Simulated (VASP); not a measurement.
# WC (P1) in VASP: single point with PBE

Aim: the single point of WC with PBE.

Program: VASP 6.6.1. These are calculated values, not measurements. Logs are shortened: lines on timing, memory, paths and dates and some standing lists are left out, and cuts for length are marked.

## Step 1: The cell of the first run

The typed cell holds 16 atoms: a = 5.878 Å, b = 5.091 Å, c = 5.752 Å, α = 90.00°, β = 90.00°, γ = 90.00°.

## Step 2: Single point, PBE

Contents of INCAR:

```
SYSTEM = WC
ALGO = Normal ; EDIFF = 1E-6
ENCUT = 520 ; GGA = PE
ISIF = 2 ; ISMEAR = -1
LASPH = .True. ; LCHARG = .False.
LREAL = Auto ; LWAVE = .False.
NBANDS = 86 ; NELM = 80
PREC = Accurate ; SIGMA = 0.36
```

Contents of KPOINTS:

```
k-points
0
Gamma
  3 3 3
  0 0 0
```

Contents of POSCAR:

```
WC
1.0
   -2.9390120000     -5.0905180000      0.0000000000
    4.4085180000     -2.5452590000      0.0000000000
    0.0000000000      0.0000000000      5.7523970000
W C
8 8
Direct
    0.7938866979      0.4841179126     -0.0112127171
    0.7737378023      0.5013532180      0.4804258121
    0.5293767020      0.0038889440     -0.0036506521
    0.5184332598     -0.0053801364      0.4881269495
    0.2678765989      0.4761673965     -0.0078402099
    0.2838311224      0.4762786666      0.4751410586
    0.0281946137      0.0118553010      0.0070579273
    0.0217586944     -0.0199048606      0.4957759348
    0.5217680209      0.6587661601      0.2497915217
    0.5237140141      0.6455234553      0.7369101959
    0.2777608903      0.1581580453      0.2674015719
    0.2710184710      0.1484232430      0.7524341592
    0.0244274805      0.6484021747      0.2425945219
    0.0357145219      0.6490084442      0.7674018327
    0.7800258042      0.1429970795      0.2252973847
    0.7775816614      0.1458816396      0.7594051662
```

Potentials or basis: VASP PAW PBE potentials, release 64 (W_sv, C).

On the command line:

```
> cat potpaw_PBE.64/W_sv/POTCAR potpaw_PBE.64/C/POTCAR > POTCAR
> mpirun -np 1 vasp_std > vasp.out
```

OUTCAR:

```text
SYSTEM = WC
   EDIFF = 1E-6
   ENCUT = 520
   GGA = PE
   ISIF = 2
   ISMEAR = -1
   LASPH = .True.
   LREAL = Auto
   NELM = 80
   PREC = Accurate

 ion  position               nearest neighbor table
   1  0.794  0.484  0.989-  14 2.08  13 2.16  16 2.17  15 2.21  10 2.30   9 2.37   7 2.77   5 2.79
                             2 2.83   3 2.90   2 2.93   7 3.02   3 3.07   5 3.09
   2  0.774  0.501  0.480-   9 2.14  13 2.15  10 2.21  15 2.34  14 2.38  16 2.42   1 2.83   8 2.84
                             6 2.88   4 2.93   1 2.93   4 2.98   6 3.00   8 3.03
   3  0.529  0.004  0.996-  15 2.10  16 2.12  12 2.19   9 2.28  11 2.29  10 2.36   4 2.83   5 2.85
                             1 2.90   4 2.92   7 2.93   7 2.95   1 3.07   5 3.10
   4  0.518  0.995  0.488-  11 2.08   9 2.19  12 2.24  10 2.28  15 2.28  16 2.31   6 2.81   3 2.83
                             8 2.92   3 2.92   2 2.93   8 2.96   6 2.98   2 2.98
   5  0.268  0.476  0.992-  14 2.08  12 2.16  13 2.21  11 2.27  10 2.27   9 2.30   7 2.75   6 2.78
                             1 2.79   3 2.85   6 2.98   7 3.07   1 3.09   3 3.10
   6  0.284  0.476  0.475-  11 2.01   9 2.12  13 2.21  10 2.24  12 2.31  14 2.39   5 2.78   4 2.81
                             2 2.88   8 2.96   5 2.98   4 2.98   8 2.99   2 3.00
   7  0.028  0.012  0.007-  15 2.04  16 2.16  12 2.16  11 2.22  13 2.29  14 2.31   5 2.75   1 2.77
                             8 2.82   3 2.93   8 2.95   3 2.95   1 3.02   5 3.07
   8  0.022  0.980  0.496-  11 2.19  13 2.23  12 2.25  16 2.25  15 2.26  14 2.30   7 2.82   2 2.84
                             4 2.92   7 2.95   4 2.96   6 2.96   6 2.99   2 3.03
   9  0.522  0.659  0.250-   6 2.12   2 2.14   4 2.19   3 2.28   5 2.30   1 2.37
  10  0.524  0.646  0.737-   2 2.21   6 2.24   5 2.27   4 2.28   1 2.30   3 2.36
  11  0.278  0.158  0.267-   6 2.01   4 2.08   8 2.19   7 2.22   5 2.27   3 2.29
  12  0.271  0.148  0.752-   7 2.16   5 2.16   3 2.19   4 2.24   8 2.25   6 2.31
  13  0.024  0.648  0.243-   2 2.15   1 2.16   6 2.21   5 2.21   8 2.23   7 2.29
  14  0.036  0.649  0.767-   5 2.08   1 2.08   8 2.30   7 2.31   2 2.38   6 2.39
  15  0.780  0.143  0.225-   7 2.04   3 2.10   1 2.21   8 2.26   4 2.28   2 2.34
  16  0.778  0.146  0.759-   3 2.12   7 2.16   1 2.17   8 2.25   4 2.31   2 2.42

  LATTYP: Found a simple orthorhombic cell.
 ALAT       =     5.0905180810
 B/A-ratio  =     1.1300219169
 C/A-ratio  =     1.1547005261

  Lattice vectors:

 A1 = (   4.4085180000,  -2.5452590000,   0.0000000000)
 A2 = (   0.0000000000,   0.0000000000,   5.7523970000)
 A3 = (  -2.9390120000,  -5.0905180000,   0.0000000000)

Analysis of symmetry for initial positions (statically):
=====================================================================
 Subroutine PRICEL returns:
 Original cell was already a primitive cell.

 Routine SETGRP: Setting up the symmetry group for a
 simple orthorhombic supercell.

 Subroutine GETGRP returns: Found  1 space group operations
 (whereof  1 operations were pure point group operations)
 out of a pool of  8 trial point group operations.

The static configuration has the point symmetry C_1 .

Analysis of symmetry for dynamics (positions and initial velocities):
=====================================================================
 Subroutine PRICEL returns:
 Original cell was already a primitive cell.

 Routine SETGRP: Setting up the symmetry group for a
 simple orthorhombic supercell.

 Subroutine GETGRP returns: Found  1 space group operations
 (whereof  1 operations were pure point group operations)
 out of a pool of  8 trial point group operations.

The dynamic configuration has the point symmetry C_1 .

 Subroutine INISYM returns: Found  1 space group operations
 (whereof  1 operations are pure point group operations),
 and found     1 'primitive' translations

----------------------------------------------------------------------------------------

                                     Primitive cell

  volume of cell :     172.1243

  direct lattice vectors                    reciprocal lattice vectors
    -2.939012000 -5.090518000  0.000000000    -0.085062599 -0.147332747  0.000000000
     4.408518000 -2.545259000  0.000000000     0.170125199 -0.098221831  0.000000000
     0.000000000  0.000000000  5.752397000     0.000000000  0.000000000  0.173840575

  length of vectors
     5.878023906  5.090518081  5.752397000     0.170125201  0.196443659  0.173840575

  position of ions in fractional coordinates (direct lattice)
     0.793886698  0.484117913  0.988787283
     0.773737802  0.501353218  0.480425812
     0.529376702  0.003888944  0.996349348
     0.518433260  0.994619864  0.488126949
     0.267876599  0.476167397  0.992159790
     0.283831122  0.476278667  0.475141059
[... 8 lines left out ...]
     0.780025804  0.142997079  0.225297385
     0.777581661  0.145881640  0.759405166

  ion indices of the primitive-cell ions
   primitive index   ion index
                 1           1
                 2           2
                 3           3
                 4           4
                 5           5
                 6           6
[... 8 lines left out ...]
                15          15
                16          16

----------------------------------------------------------------------------------------

 KPOINTS: k-points

Automatic generation of k-mesh.
 Grid dimensions read from file:
 generate k-points for:    3    3    3

 Generating k-lattice:

  Cartesian coordinates                     Fractional coordinates (reciprocal lattice)
    -0.028354200 -0.049110916  0.000000000     0.333333333  0.000000000  0.000000000
     0.056708400 -0.032740610  0.000000000     0.000000000  0.333333333  0.000000000
     0.000000000  0.000000000  0.057946858     0.000000000  0.000000000  0.333333333

  Length of vectors
     0.056708400  0.065481220  0.057946858

  Shift w.r.t. Gamma in fractional coordinates (k-lattice)
     0.000000000  0.000000000  0.000000000

 Subroutine IBZKPT returns following result:
 ===========================================

 Found     14 irreducible k-points:

 Following reciprocal coordinates:
            Coordinates               Weight
  0.000000  0.000000  0.000000      1.000000
  0.333333  0.000000  0.000000      2.000000
  0.000000  0.333333  0.000000      2.000000
  0.333333  0.333333  0.000000      2.000000
 -0.333333  0.333333  0.000000      2.000000
  0.000000  0.000000  0.333333      2.000000
  0.333333  0.000000  0.333333      2.000000
 -0.333333  0.000000  0.333333      2.000000
  0.000000  0.333333  0.333333      2.000000
  0.000000  0.333333 -0.333333      2.000000
  0.333333  0.333333  0.333333      2.000000
 -0.333333  0.333333 -0.333333      2.000000
 -0.333333 -0.333333  0.333333      2.000000
  0.333333 -0.333333 -0.333333      2.000000
   k-points           NKPTS =     14   k-points in BZ     NKDIM =     14   number of bands    NBANDS=     86
   number of dos      NEDOS =    301   number of ions     NIONS =     16
   total plane-waves  NPLWV =  92160
   dimension x,y,z NGX =    48 NGY =   40 NGZ =   48
   dimension x,y,z NGXF=    96 NGYF=   80 NGZF=   96
   ions per type =               8   8
   NGX,Y,Z   is equivalent  to a cutoff of  13.58, 13.06, 13.87 a.u.
   NGXF,Y,Z  is equivalent  to a cutoff of  27.15, 26.13, 27.74 a.u.
 SYSTEM =  WC
   PREC   = accura    normal or accurate (medium, high low for compatibility)
   ISTART =      0    job   : 0-new  1-cont  2-samecut
   ICHARG =      2    charge: 1-file 2-atom 10-const
   ISPIN  =      1    spin polarized calculation?
   LNONCOLLINEAR =      F non collinear calculations
   LSORBIT =      F    spin-orbit coupling
   LASPH  =      T    aspherical Exc in radial PAW
   ENCUT  =  520.0 eV  38.22 Ry    6.18 a.u.  10.93  9.46 10.70*2*pi/ulx,y,z
   NELM   =     80;   NELMIN=  2; NELMDL= -5     # of ELM steps
   EDIFF  = 0.1E-05   stopping-criterion for ELM
   LREAL  =      T    real-space projection
   EDIFFG = 0.1E-04   stopping-criterion for IOM
   NSW    =      0    number of steps for IOM
[... 5 lines left out ...]
   TEBEG  =    0.0;   TEEND  =   0.0 temperature during run
   PSTRESS=    0.0 pullay stress
   NELECT =     144.0000    total number of electrons
   NUPDOWN=      -1.0000    fix difference up-down
   EMIN   =  10.00;   EMAX   =-10.00  energy-range for DOS
   EFERMI =   0.00;   METHOD = LEGACY
   ISMEAR =    -1;   SIGMA  =   0.36  broadening in eV -4-tet -1-fermi 0-gaus
   EFERMI_NEDOS =   21; number of points for ismear=-14 and -15
   IALGO  =     38    algorithm
   IMIX   =      4    mixing-type and parameters
     AMIX     =   0.40;   BMIX     =  1.00
     AMIX_MAG =   1.60;   BMIX_MAG =  1.00
  volume/ion in A,a.u.               =      10.76        72.60
  Fermi-wavevector in a.u.,A,eV,Ry     =   1.542582  2.915057 32.375870  2.379559
  Thomas-Fermi vector in A             =   2.648366
   LORBIT       =      0    0 simple, 1 ext, 2 COOP (PROOUT), +10 PAW based schemes
   GGA     = PE    functional components
   LHFCALC =     F    Hartree Fock is set to
   AEXX    =    0.0000 exact exchange contribution
   IVDW    =     0    specifies the selected vdW correction
   LEPSILON=     F    determine dielectric tensor
   LRPA    =     F    only Hartree local field effects (RPA)
 non-spin polarized calculation
  energy-cutoff  :      520.00
  volume of cell :      172.12
 maximum number of plane-waves:      4678
 NGX is ok and might be reduce to    48
   NGX = 21   NGY = 19   NGZ = 21

 number of electron     144.0000004 magnetization

 Free energy of the ion-electron system (eV)
  ---------------------------------------------------
  ext. energy  EPLUGINS =         0.00000000
  ---------------------------------------------------
  free energy    TOTEN  =      -178.06219168 eV

  energy without entropy =     -176.35879071  energy(sigma->0) =     -177.21049120

 E-fermi :  10.8425     XC(G=0): -13.5804

 val. band max:       10.8262715549   @ k =  -0.3333   0.0000   0.3333
 cond. band min:      10.8540272599   @ k =   0.0000   0.3333   0.3333
 fundamental gap:      0.0277557049
 Fermi energy:        10.8425479271

 k-point     1 :       0.0000    0.0000    0.0000
  band No.  band energies     occupation
      1     -63.5135      2.00000
      2     -63.4581      2.00000
      3     -63.4194      2.00000
      4     -63.4064      2.00000
      5     -63.3478      2.00000
      6     -63.3250      2.00000
[... 1207 lines left out ...]
     83      14.2851      0.00014
     84      14.4553      0.00009
 [bands above 84 left out]

------------------------ aborting loop because EDIFF is reached ----------------------------------------

  FORCE on cell =-STRESS in cart. coord.  units (eV):
  Direction    XX          YY          ZZ          XY          YZ          ZX
  --------------------------------------------------------------------------------------
  -------------------------------------------------------------------------------------
  Total        1.4485257      2.0711933     -3.8765567      1.5692609      0.1675048      0.6639435
  in kB       13.4832508     19.2792009    -36.0839891     14.6070846      1.5591782      6.1801572
  external PRESSURE =      -1.1071791 kB  Pullay stress =       0.0000000 kB

 VOLUME and BASIS-vectors are now :
 -----------------------------------------------------------------------------
  energy-cutoff  :      520.00
  volume of cell :      172.12
      direct lattice vectors                 reciprocal lattice vectors
    -2.939012000 -5.090518000  0.000000000    -0.085062599 -0.147332747  0.000000000
     4.408518000 -2.545259000  0.000000000     0.170125199 -0.098221831  0.000000000
     0.000000000  0.000000000  5.752397000     0.000000000  0.000000000  0.173840575

 POSITION                                       TOTAL-FORCE (eV/Angst)
 -----------------------------------------------------------------------------------
     -0.19900     -5.27350      5.68790         2.686031      2.356422      0.060321
     -0.06380     -5.21480      2.76360        -1.724010      0.473352      2.080468
     -1.53870     -2.70470      5.73140        -1.915933      2.128246     -1.012998
      2.86112     -5.17066      2.80790        -2.121880     -0.700813      1.853788
      1.31190     -2.57560      5.70730         0.463033     -3.276943     -0.291264
      1.26550     -2.65710      2.73320         2.902720     -0.023734      4.218346
[... 8 lines left out ...]
     -1.66210     -4.33470      1.29600         1.768514     -0.211893      2.734062
     -1.64220     -4.32960      4.36840         0.648628     -0.433268     -1.644268
 -----------------------------------------------------------------------------------
    total drift:                                0.020753     -0.008833      0.000097

  FREE ENERGIE OF THE ION-ELECTRON SYSTEM (eV)
  ---------------------------------------------------
  free  energy   TOTEN  =      -178.0621916777 eV

  energy  without entropy=     -176.3587907135  energy(sigma->0) =     -177.21049120
```

It used 1000 s of CPU time on 1 thread of AMD EPYC 7R13 Processor (Zen 3), with other jobs on the host.

Results:

- Free energy: -178.0622 eV
- Pressure: -0.1 GPa
- Largest force: 5.121 eV/Å

Forces on the atoms (eV/Å):
```
W    2.686  2.356  0.060
W   -1.724  0.473  2.080
W   -1.916  2.128 -1.013
W   -2.122 -0.701  1.854
W    0.463 -3.277 -0.291
W    2.903 -0.024  4.218
W   -4.141  1.576 -2.203
W    0.289 -0.381  0.852
C   -0.178 -0.469 -1.315
C    0.330 -0.619  0.433
C   -0.520  0.980 -2.555
C    0.123 -0.642 -0.971
C    0.327 -0.740  0.265
C    1.063 -0.016 -2.504
C    1.769 -0.212  2.734
C    0.649 -0.433 -1.644
```

Levels at points of the mesh, in eV from the Fermi level:
```csv
k point,band 70,band 71,band 72,band 73,band 74,band 75
"(0.00, 0.00, 0.00)",-0.59,-0.36,-0.13,0.20,0.80,0.88
```

Caveat: the k points lie up to 0.41 Å⁻¹ apart; spin-orbit coupling is left out, which moves the levels of the heavy elements; forces of over 1 eV/Å act on the atoms, so gaps and moduli don't describe the material at rest.
